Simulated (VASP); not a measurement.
# Hf (P6_3/mmc) in VASP: further runs

Runs on Hf. Level: r2SCAN. Tasks: single point, relaxation of volume and atoms at fixed shape.

Everything below comes from runs of VASP 6.6.1. Logs are shortened: lines on timing, memory, paths and dates and some standing lists are left out, and cuts for length are marked.

## (1) The cell of the first run

It takes space group P6_3/mmc (No. 194, hexagonal). The conventional cell has a = 3.196 Å, b = 3.196 Å, c = 5.056 Å, α = 90.00°, β = 90.00°, γ = 120.00°. Hf (site symmetry -6m2) has 12 Hf at 3.13 to 3.20 Å within 4.1 Å.

## (2) Single point, r2SCAN

POSCAR reads:

```
Hf
1.0
    3.1957332673      0.0000000000      0.0000000000
   -1.5978666336      2.7675861932      0.0000000000
    0.0000000000      0.0000000000      5.0562704412
Hf
2
Direct
    0.3333333333      0.6666666667      0.2500000000
    0.6666666667      0.3333333333      0.7500000000
```

INCAR.step1 reads:

```
SYSTEM = Hf
PREC = Accurate
ENCUT = 520
ISMEAR = -1
SIGMA = 0.1
LREAL = .FALSE.
LASPH = .TRUE.
NELM = 60
NBANDS = 17
GGA = PE
ALGO = Normal
EDIFF = 1E-4
LWAVE = .TRUE.
LCHARG = .FALSE.
```

INCAR.step2 reads:

```
SYSTEM = Hf
PREC = Accurate
ENCUT = 520
EDIFF = 1E-6
ISMEAR = -1
SIGMA = 0.1
LREAL = .FALSE.
LASPH = .TRUE.
NELM = 60
ALGO = Normal
ISIF = 2
LWAVE = .FALSE.
LCHARG = .FALSE.
METAGGA = R2SCAN
LMIXTAU = .TRUE.
NBANDS = 17
ISTART = 1
```

KPOINTS reads:

```
Automatic mesh
0
G
  8 8 5
  0 0 0
```

Potentials or basis: VASP PAW PBE potentials, release 64 (Hf_pv).

Run with:

```
$ cat potpaw_PBE.64/Hf_pv/POTCAR > POTCAR
$ cp INCAR.step1 INCAR
$ mpirun -np 1 vasp_std > vasp.out
$ cp INCAR.step2 INCAR
$ mpirun -np 1 vasp_std > vasp.out
```

OUTCAR:

```text
SYSTEM = Hf
   PREC = Accurate
   ENCUT = 520
   EDIFF = 1E-6
   ISMEAR = -1
   LREAL = .FALSE.
   LASPH = .TRUE.
   NELM = 60
   ISIF = 2
   METAGGA = R2SCAN
   ISTART = 1

 ion  position               nearest neighbor table
   1  0.333  0.667  0.250-   2 3.13   2 3.13   2 3.13   2 3.13   2 3.13   2 3.13
   2  0.667  0.333  0.750-   1 3.13   1 3.13   1 3.13   1 3.13   1 3.13   1 3.13

  LATTYP: Found a hexagonal cell.
 ALAT       =     3.1957332673
 C/A-ratio  =     1.5821941377

  Lattice vectors:

 A1 = (   3.1957332673,   0.0000000000,   0.0000000000)
 A2 = (  -1.5978666336,   2.7675861932,   0.0000000000)
 A3 = (   0.0000000000,   0.0000000000,   5.0562704412)

Analysis of symmetry for initial positions (statically):
=====================================================================
 Subroutine PRICEL returns:
 Original cell was already a primitive cell.

 Routine SETGRP: Setting up the symmetry group for a
 hexagonal supercell.

 Subroutine GETGRP returns: Found 24 space group operations
 (whereof 12 operations were pure point group operations)
 out of a pool of 24 trial point group operations.

The static configuration has the point symmetry D_3d.
 The point group associated with its full space group is D_6h.

Analysis of symmetry for dynamics (positions and initial velocities):
=====================================================================
 Subroutine PRICEL returns:
 Original cell was already a primitive cell.

 Routine SETGRP: Setting up the symmetry group for a
 hexagonal supercell.

 Subroutine GETGRP returns: Found 24 space group operations
 (whereof 12 operations were pure point group operations)
 out of a pool of 24 trial point group operations.

The dynamic configuration has the point symmetry D_3d.
 The point group associated with its full space group is D_6h.

 Subroutine INISYM returns: Found 24 space group operations
 (whereof 12 operations are pure point group operations),
 and found     1 'primitive' translations

----------------------------------------------------------------------------------------

                                     Primitive cell

  volume of cell :      44.7200

  direct lattice vectors                    reciprocal lattice vectors
     3.195733267  0.000000000  0.000000000     0.312917229  0.180662847  0.000000000
    -1.597866634  2.767586193  0.000000000     0.000000000  0.361325693  0.000000000
     0.000000000  0.000000000  5.056270441     0.000000000  0.000000000  0.197774231

  length of vectors
     3.195733267  3.195733267  5.056270441     0.361325693  0.361325693  0.197774231

  position of ions in fractional coordinates (direct lattice)
     0.333333333  0.666666667  0.250000000
     0.666666667  0.333333333  0.750000000

  ion indices of the primitive-cell ions
   primitive index   ion index
                 1           1
                 2           2

----------------------------------------------------------------------------------------

 KPOINTS: Automatic mesh

Automatic generation of k-mesh.
 Grid dimensions read from file:
 generate k-points for:    8    8    5

 Generating k-lattice:

  Cartesian coordinates                     Fractional coordinates (reciprocal lattice)
     0.039114654  0.022582856  0.000000000     0.125000000  0.000000000  0.000000000
     0.000000000  0.045165712  0.000000000     0.000000000  0.125000000  0.000000000
     0.000000000  0.000000000  0.039554846     0.000000000  0.000000000  0.200000000

  Length of vectors
     0.045165712  0.045165712  0.039554846

  Shift w.r.t. Gamma in fractional coordinates (k-lattice)
     0.000000000  0.000000000  0.000000000

 Subroutine IBZKPT returns following result:
 ===========================================

 Found     30 irreducible k-points:

 Following reciprocal coordinates:
            Coordinates               Weight
  0.000000  0.000000  0.000000      1.000000
  0.125000 -0.000000  0.000000      6.000000
  0.250000 -0.000000  0.000000      6.000000
  0.375000 -0.000000  0.000000      6.000000
  0.500000 -0.000000  0.000000      3.000000
  0.125000  0.125000  0.000000      6.000000
[... 16 lines left out ...]
  0.250000 -0.000000  0.400000     12.000000
  0.375000 -0.000000  0.400000     12.000000
 [... further k-points ...]
   k-points           NKPTS =     30   k-points in BZ     NKDIM =     30   number of bands    NBANDS=     17
   number of dos      NEDOS =    301   number of ions     NIONS =      2
   total plane-waves  NPLWV =  23040
   dimension x,y,z NGX =    24 NGY =   24 NGZ =   40
   dimension x,y,z NGXF=    48 NGYF=   48 NGZF=   80
   ions per type =               2
   NGX,Y,Z   is equivalent  to a cutoff of  12.49, 12.49, 13.15 a.u.
   NGXF,Y,Z  is equivalent  to a cutoff of  24.97, 24.97, 26.30 a.u.
 SYSTEM =  Hf
   PREC   = accura    normal or accurate (medium, high low for compatibility)
   ISTART =      1    job   : 0-new  1-cont  2-samecut
   ICHARG =      0    charge: 1-file 2-atom 10-const
   ISPIN  =      1    spin polarized calculation?
   LNONCOLLINEAR =      F non collinear calculations
   LSORBIT =      F    spin-orbit coupling
   LASPH  =      T    aspherical Exc in radial PAW
   ENCUT  =  520.0 eV  38.22 Ry    6.18 a.u.   5.94  5.94  9.40*2*pi/ulx,y,z
   NELM   =     60;   NELMIN=  2; NELMDL=  0     # of ELM steps
   EDIFF  = 0.1E-05   stopping-criterion for ELM
   LREAL  =      F    real-space projection
   EDIFFG = 0.1E-04   stopping-criterion for IOM
   NSW    =      0    number of steps for IOM
   IBRION =     -1    ionic relax: 0-MD 1-quasi-New 2-CG
   NFREE  =      0    steps in history (QN), initial steepest desc. (CG)
   ISIF   =      2    stress and relaxation
   ISYM   =      2    0-nonsym 1-usesym 2-fastsym
   POTIM  = 0.5000    time-step for ionic-motion
   TEBEG  =    0.0;   TEEND  =   0.0 temperature during run
   PSTRESS=    0.0 pullay stress
   NELECT =      20.0000    total number of electrons
   NUPDOWN=      -1.0000    fix difference up-down
   EMIN   =  10.00;   EMAX   =-10.00  energy-range for DOS
   EFERMI =   0.00;   METHOD = LEGACY
   ISMEAR =    -1;   SIGMA  =   0.10  broadening in eV -4-tet -1-fermi 0-gaus
   EFERMI_NEDOS =   21; number of points for ismear=-14 and -15
   IALGO  =     38    algorithm
   IMIX   =      4    mixing-type and parameters
     AMIX     =   0.40;   BMIX     =  1.00
     AMIX_MAG =   1.60;   BMIX_MAG =  1.00
  volume/ion in A,a.u.               =      22.36       150.89
  Fermi-wavevector in a.u.,A,eV,Ry     =   1.251942  2.365827 21.325207  1.567358
  Thomas-Fermi vector in A             =   2.385866
   LORBIT       =      0    0 simple, 1 ext, 2 COOP (PROOUT), +10 PAW based schemes
   METAGGA = R2SCAN    functional components
   LHFCALC =     F    Hartree Fock is set to
   AEXX    =    0.0000 exact exchange contribution
   IVDW    =     0    specifies the selected vdW correction
   LEPSILON=     F    determine dielectric tensor
   LRPA    =     F    only Hartree local field effects (RPA)
 non-spin polarized calculation
  energy-cutoff  :      520.00
  volume of cell :       44.72
 maximum number of plane-waves:      1220
 NGX is ok and might be reduce to    24
   NGX = 11   NGY = 11   NGZ = 19

 number of electron      20.0000004 magnetization

 Free energy of the ion-electron system (eV)
  ---------------------------------------------------
  ext. energy  EPLUGINS =         0.00000000
  ---------------------------------------------------
  free energy    TOTEN  =       -90.32823660 eV

  energy without entropy =      -90.28820763  energy(sigma->0) =      -90.30822212

 E-fermi :   4.8148     XC(G=0): -12.1564

 val. band max:        4.7483757731   @ k =   0.0000   0.0000   0.4000
 cond. band min:       4.8716905318   @ k =   0.0000   0.0000   0.2000
 fundamental gap:      0.1233147587
 Fermi energy:         4.8148473573

 k-point     1 :       0.0000    0.0000    0.0000
  band No.  band energies     occupation
      1     -27.4145      2.00000
      2     -26.6408      2.00000
      3     -26.6408      2.00000
      4     -26.5195      2.00000
      5     -26.5118      2.00000
      6     -26.5118      2.00000
[... 9 lines left out ...]
     16       7.7633      0.00000
     17      10.4965      0.00000

 k-point     2 :       0.1250   -0.0000    0.0000
  band No.  band energies     occupation
      1     -27.3730      2.00000
      2     -26.7275      2.00000
      3     -26.6695      2.00000
      4     -26.6023      2.00000
      5     -26.5384      2.00000
      6     -26.5234      2.00000
[... 9 lines left out ...]
     16       7.4745      0.00000
     17      10.8287      0.00000

 k-point     3 :       0.2500   -0.0000    0.0000
  band No.  band energies     occupation
      1     -27.2613      2.00000
      2     -26.9375      2.00000
      3     -26.8095      2.00000
      4     -26.7349      2.00000
      5     -26.5955      2.00000
      6     -26.5547      2.00000
[... 9 lines left out ...]
     16       8.6832      0.00000
     17      11.3163      0.00000

 k-point     4 :       0.3750   -0.0000    0.0000
  band No.  band energies     occupation
      1     -27.1469      2.00000
      2     -27.1182      2.00000
      3     -27.0032      2.00000
      4     -26.7967      2.00000
      5     -26.6834      2.00000
      6     -26.5885      2.00000
[... 9 lines left out ...]
     16      10.3201      0.00000
     17      11.5866      0.00000
[... 343 lines left out ...]
      1     -27.1185      2.00000
      2     -26.8816      2.00000
      3     -26.6612      2.00000
      4     -26.6194      2.00000
      5     -26.6029      2.00000
      6     -26.5743      2.00000
[... 9 lines left out ...]
     16       9.3759      0.00000
     17      10.3597      0.00000

 k-point    23 :       0.2500   -0.0000    0.4000
  band No.  band energies     occupation
      1     -27.1539      2.00000
      2     -27.0234      2.00000
      3     -26.7708      2.00000
      4     -26.6733      2.00000
      5     -26.6631      2.00000
      6     -26.6176      2.00000
[... 9 lines left out ...]
     16       9.4776      0.00000
     17      10.3679      0.00000

 k-point    24 :       0.3750   -0.0000    0.4000
  band No.  band energies     occupation
      1     -27.2625      2.00000
      2     -27.1957      2.00000
      3     -26.7959      2.00000
      4     -26.7257      2.00000
      5     -26.6907      2.00000
      6     -26.6614      2.00000
[... 9 lines left out ...]
     16      10.4100      0.00000
     17      10.8636      0.00000

 [... further k-points ...]

------------------------ aborting loop because EDIFF is reached ----------------------------------------

  FORCE on cell =-STRESS in cart. coord.  units (eV):
  Direction    XX          YY          ZZ          XY          YZ          ZX
  --------------------------------------------------------------------------------------
  -------------------------------------------------------------------------------------
  Total       -0.1029661     -0.1029661     -0.2834911     -0.0000000      0.0000000     -0.0000000
  in kB       -3.6889506     -3.6889506    -10.1565936     -0.0000000      0.0000000     -0.0000000
  external PRESSURE =      -5.8448316 kB  Pullay stress =       0.0000000 kB

 VOLUME and BASIS-vectors are now :
 -----------------------------------------------------------------------------
  energy-cutoff  :      520.00
  volume of cell :       44.72
      direct lattice vectors                 reciprocal lattice vectors
     3.195733267  0.000000000  0.000000000     0.312917229  0.180662847  0.000000000
    -1.597866634  2.767586193  0.000000000     0.000000000  0.361325693  0.000000000
     0.000000000  0.000000000  5.056270441     0.000000000  0.000000000  0.197774231

 POSITION                                       TOTAL-FORCE (eV/Angst)
 -----------------------------------------------------------------------------------
     -0.00000      1.84506      1.26407        -0.000000      0.000000      0.000000
      1.59787      0.92253      3.79220         0.000000     -0.000000      0.000000
 -----------------------------------------------------------------------------------
    total drift:                                0.000000     -0.000000      0.000000

  FREE ENERGIE OF THE ION-ELECTRON SYSTEM (eV)
  ---------------------------------------------------
  free  energy   TOTEN  =       -90.3282366041 eV

  energy  without entropy=      -90.2882076329  energy(sigma->0) =      -90.30822212
```

Wall time 65 s (1 thread of Intel Xeon Platinum 8488C (Sapphire Rapids), shared host); peak memory 0.17 GiB.

What came out:

```
Free energy            : -90.3282 eV
Pressure               : -0.6 GPa
Band gap on the k mesh : zero (bands 10 and 11 overlap by 1.61 eV)
```

Levels at points of the mesh, in eV from the Fermi level:
```
           k point  band 8  band 9  band 10  band 11  band 12  band 13
(0.00, 0.00, 0.00)   -3.83    0.42     1.36     1.36     1.65     2.23
(0.50, 0.00, 0.00)   -2.83   -2.31    -0.99     0.94     1.00     1.84
```

Caveat: the PAW data sets were made with another functional, which shifts forces and pressure a little; spin-orbit coupling is left out, which moves the levels of the heavy elements.

## (3) Relaxation of volume and atoms at fixed shape, r2SCAN

POSCAR reads:

```
Hf
1.0
    3.1967000000      0.0000000000      0.0000000000
   -1.5983500000      2.7684234083      0.0000000000
    0.0000000000      0.0000000000      5.0578000000
Hf
2
Direct
    0.3333330000      0.6666670000      0.2500000000
    0.6666670000      0.3333330000      0.7500000000
```

INCAR.step1 reads:

```
ALGO = Normal
EDIFF = 1E-4
ENCUT = 600
GGA = PE
ISMEAR = -1
LASPH = True
LCHARG = False
LREAL = False
LWAVE = True
NELM = 80
PREC = Accurate
SIGMA = 0.1
```

INCAR.step2 reads:

```
ALGO = Normal
EDIFF = 1E-6
EDIFFG = -0.02
ENCUT = 600
IBRION = 2
ISIF = 8
ISMEAR = -1
ISTART = 1
LASPH = True
LCHARG = False
LMIXTAU = True
LREAL = False
LWAVE = False
METAGGA = R2SCAN
NELM = 80
NSW = 50
PREC = Accurate
SIGMA = 0.1
```

KPOINTS reads:

```
k-points
0
Gamma
  8 8 5
```

Potentials or basis: VASP PAW PBE potentials, release 64 (Hf_pv).

Run with:

```
$ cat potpaw_PBE.64/Hf_pv/POTCAR > POTCAR
$ cp INCAR.step1 INCAR
$ mpirun -np 1 vasp_std > vasp.out
$ cp INCAR.step2 INCAR
$ mpirun -np 1 vasp_std > vasp.out
```

It took 4 min on 1 thread of Intel Xeon Platinum 8488C (Sapphire Rapids), shared host; peak memory 0.2 GiB.

It converged, with:

| Item | Value |
| --- | --- |
| Free energy | -90.3288 eV |
| Relaxed volume | 22.24 Å³/atom |
| Relaxed cell | a = 3.190 Å, b = 3.190 Å, c = 5.047 Å, α = 90.00°, β = 90.00°, γ = 120.00° |
| Space group after relaxing (to 0.1 Å) | P6_3/mmc (No. 194) |
| Energy gained by relaxing | 0.3 meV/atom |
| Ionic steps | 3 |
| Pressure after relaxing | 0.0 GPa |
| Band gap on the k mesh | zero (bands 10 and 11 overlap by 1.61 eV) |

Stress tensor (GPa, compression positive):
```
 0.20  0.00  0.00
 0.00  0.20  0.00
 0.00  0.00 -0.44
```

Step by step:
```csv
step,energy change (eV),largest force (eV/Å),pressure (GPa),volume (Å³)
1,0.0000,0.0000,-0.70,44.76
2,0.0004,0.0000,0.92,44.13
3,-0.0006,0.0000,-0.01,44.49
```

Final structure:
```cif
data_structure
_symmetry_space_group_name_H-M 'P 1'
_symmetry_Int_Tables_number 1
_cell_length_a 3.1901
_cell_length_b 3.1901
_cell_length_c 5.0474
_cell_angle_alpha 90.000
_cell_angle_beta 90.000
_cell_angle_gamma 120.000
_cell_volume 44.49
loop_
_atom_site_label
_atom_site_type_symbol
_atom_site_fract_x
_atom_site_fract_y
_atom_site_fract_z
_atom_site_occupancy
Hf1 Hf 0.33333 0.66667 0.25000 1
Hf2 Hf 0.66667 0.33333 0.75000 1
```

Levels at points of the mesh, in eV from the Fermi level:
| k point | band 6 | band 7 | band 8 | band 9 | band 10 | band 11 | band 12 | band 13 | band 14 |
| --- | --- | --- | --- | --- | --- | --- | --- | --- | --- |
| (0.00, 0.00, 0.00) | -31.31 | -7.75 | -3.84 | 0.44 | 1.36 | 1.36 | 1.66 | 2.24 | 2.24 |
| (0.50, 0.00, 0.00) | -31.40 | -3.48 | -2.85 | -2.32 | -0.98 | 0.95 | 1.00 | 1.85 | 6.27 |

Caveat: the PAW data sets were made with another functional, which shifts forces and pressure a little; spin-orbit coupling is left out, which moves the levels of the heavy elements.

The gap in the log of VASP goes by the Fermi energy; the results here count the filled bands.